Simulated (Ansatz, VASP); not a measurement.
# Two plane-wave programs on BaCaSn4O8

```
CELL_PARAMETERS angstrom
6.12575 0.00000 0.00000
-3.06287 5.30505 0.00000
0.00000 0.00000 7.06289
ATOMIC_POSITIONS crystal
Ba 0.00000 0.00000 0.00000
Ca 0.00000 0.00000 0.50000
Sn 0.33333 0.66667 0.71436
Sn 0.66667 0.33333 0.71436
Sn 0.33333 0.66667 0.28564
Sn 0.66667 0.33333 0.28564
O 0.30535 0.30535 0.70842
O 0.69465 0.00000 0.70842
O 0.00000 0.69465 0.70842
O 0.69465 0.69465 0.29158
O 0.00000 0.30535 0.29158
O 0.30535 0.00000 0.29158
O 0.33333 0.66667 0.00000
O 0.66667 0.33333 0.00000
```

Alike in both runs: task single point; functional PBE; k mesh 6 × 6 × 6; occupations gaussian, width 0.1 eV; no spin polarisation.

```csv
,VASP,Ansatz
version,VASP 6.6.1,Ansatz 0.2.0
potentials or method,"VASP PAW PBE potentials, release 64 (Ba_sv, Ca_sv, Sn_d, O), cutoff 520 eV","scalar-relativistic, plane waves, PAW"
valence electrons in the cell,124,124
```

|  | VASP | Ansatz | Ansatz less VASP |
| --- | --- | --- | --- |
| gap on the k mesh at the Fermi level (eV) | none | none | - |
| pressure (GPa) | 0.1 | -0.5 | -0.58 |
| traceless stress, the component that is largest in VASP (GPa) | -0.07 | -0.25 | -0.182 |
| rms of the force components (eV/Å) | 0.012 | 0.013 | +0.0011 |

Atom by atom the forces differ by 0.021 eV/Å (rms over components). A gap of «none» marks a metal or a gap that the smearing closes. The functional is the same, so the differences come from potentials, cutoffs and numerics.

Spin-orbit coupling is off throughout.
